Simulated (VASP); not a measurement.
# CoO: single point with PBE+U

CoO:

```
CELL_PARAMETERS angstrom
2.56380 0.00000 0.00000
0.00000 2.56380 0.00000
0.00000 0.00000 2.56380
ATOMIC_POSITIONS crystal
Co 0.00000 0.00000 0.00000
O 0.50000 0.50000 0.50000
```

```json
{
  "Program": "VASP 6.6.1",
  "Task": "single point",
  "Functional": "PBE",
  "Potentials or basis": "VASP PAW PBE potentials, release 64 (Co, O)",
  "Cutoff": "520 eV",
  "k mesh": "10 × 10 × 10",
  "Occupations": "gaussian, width 0.02 eV",
  "Spin": "no spin polarisation",
  "Hubbard terms": "Co d U = 3.32 eV"
}
```

- Pressure: -5.1 GPa
- Band gap on the k mesh: zero (an odd number of electrons rules out a gap without spin polarisation)

Levels at points of the mesh, in eV from the Fermi level:
```csv
k point,band 3,band 4,band 5,band 6,band 7,band 8,band 9,band 10,band 11,band 12
"(0.00, 0.00, 0.00)",-3.70,-2.98,-2.98,-2.98,-0.12,-0.12,-0.12,1.84,15.89,15.89
"(0.50, 0.00, 0.00)",-3.90,-3.90,-3.27,-0.57,-0.01,1.11,1.11,7.23,9.22,16.93
"(0.50, 0.50, 0.00)",-6.50,-3.13,-2.07,-1.02,-0.86,-0.86,-0.38,7.06,12.29,12.29
"(0.50, 0.50, 0.50)",-7.13,-7.13,-0.34,-0.34,1.45,1.45,1.45,7.77,7.77,7.77
```

Eigenvalues of the final occupation matrices:
```csv
site,spin,trace,eigenvalues
site 1 d,1,3.74,0.63 0.63 0.63 0.93 0.93
site 1 d,2,3.74,0.63 0.63 0.63 0.93 0.93
```

Wall time 26 s on 1 thread of Intel Xeon 8259CL, with other jobs on the host, peak memory 0.13 GiB.

Caveat: the cell stands under tension; an odd number of electrons without spin polarisation forces a metal; a magnetic or distorted state may lie lower; the run has no spin polarisation, though such a crystal can be magnetic; U without spin polarisation on a metal has little footing. Spin polarisation is off, so any magnetic state and its effect on volume and gap are missing.
